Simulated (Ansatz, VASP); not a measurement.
One calculation of H3Os, two programs

```
H Os
1.0
     3.56661    0.01001   -0.08549
     0.00108    2.88246    0.38320
    -0.14839    0.74234    5.43295
H Os
6 2
Direct
  0.97425 0.42228 0.28019
  0.88243 0.24564 0.63259
  0.38649 0.94627 0.23263
  0.59391 0.11957 0.88640
  0.38845 0.57259 0.98036
  0.55199 0.78218 0.56070
  0.13090 0.09317 0.93905
  0.09158 0.81829 0.48807
```

Change from the starting cell: Cu3Au (L1_2) type (Pm-3m, No. 221); cell x2, atoms moved at random (sigma 0.1 Å) and cell strained at random (1.5 %), then relaxed without symmetry.

Alike in both runs: functional PBE; k mesh 8 × 8 × 4; occupations gaussian, width 0.1 eV; no spin polarisation.

Ansatz relaxed the structure, and its values are those at the end. VASP's run is a single point on that final structure, the one shown.

```csv
,VASP,Ansatz
version,VASP 6.6.1,Ansatz 0.2.0
potentials or method,"VASP PAW PBE potentials, release 64 (H, Os_sv_GW), cutoff 500 eV","scalar-relativistic, plane waves, PAW"
valence electrons in the cell,38,38
```

|  | VASP | Ansatz | Ansatz less VASP |
| --- | --- | --- | --- |
| gap on the k mesh at the Fermi level (eV) | none | none | - |
| pressure (GPa) | -1.6 | 0.0 | +1.62 |
| rms of the force components (eV/Å) | 0.004 | 0.002 | -0.0013 |

A gap of «none» marks a metal or a gap that the smearing closes. The functional is the same, so the differences come from potentials, cutoffs and numerics.

Spin-orbit coupling is off throughout.
